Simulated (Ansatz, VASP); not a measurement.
**One calculation of Si4C, two programs**

```
Si C
1.0
     2.93074    0.00000    0.00000
    -1.46537    2.53809    0.00000
     0.00000    0.00000   16.92649
Si C
8 2
Direct
  0.33333 0.66667 0.82198
  0.33333 0.66667 0.05567
  0.33333 0.66667 0.44433
  0.33333 0.66667 0.67802
  0.66667 0.33333 0.94433
  0.66667 0.33333 0.17802
  0.66667 0.33333 0.32198
  0.66667 0.33333 0.55567
  0.33333 0.66667 0.25000
  0.66667 0.33333 0.75000
```

Alike in both runs: functional PBE; k mesh 6 × 6 × 1; occupations gaussian, width 0.1 eV; no spin polarisation.

Ansatz relaxed the structure, and its values are those at the end. VASP's run is a single point on that final structure, the one shown.

|  | VASP | Ansatz |
| --- | --- | --- |
| version | VASP 6.6.1 | Ansatz 0.2.0 |
| potentials or method | VASP PAW PBE potentials, release 64 (Si, C), cutoff 520 eV | scalar-relativistic, plane waves, PAW |
| valence electrons in the cell | 40 | 40 |

VASP gave:

- gap on the k mesh at the Fermi level (eV): none
- pressure (GPa): 0.1
- rms of the force components (eV/Å): 0.011

Task: What did Ansatz give for the same quantities?

Result: gap on the k mesh at the Fermi level (eV): none; pressure (GPa): 0.1; rms of the force components (eV/Å): 0.005.

A gap of «none» marks a metal or a gap that the smearing closes.

The k mesh is coarse, so the values compare programs but aren't converged.
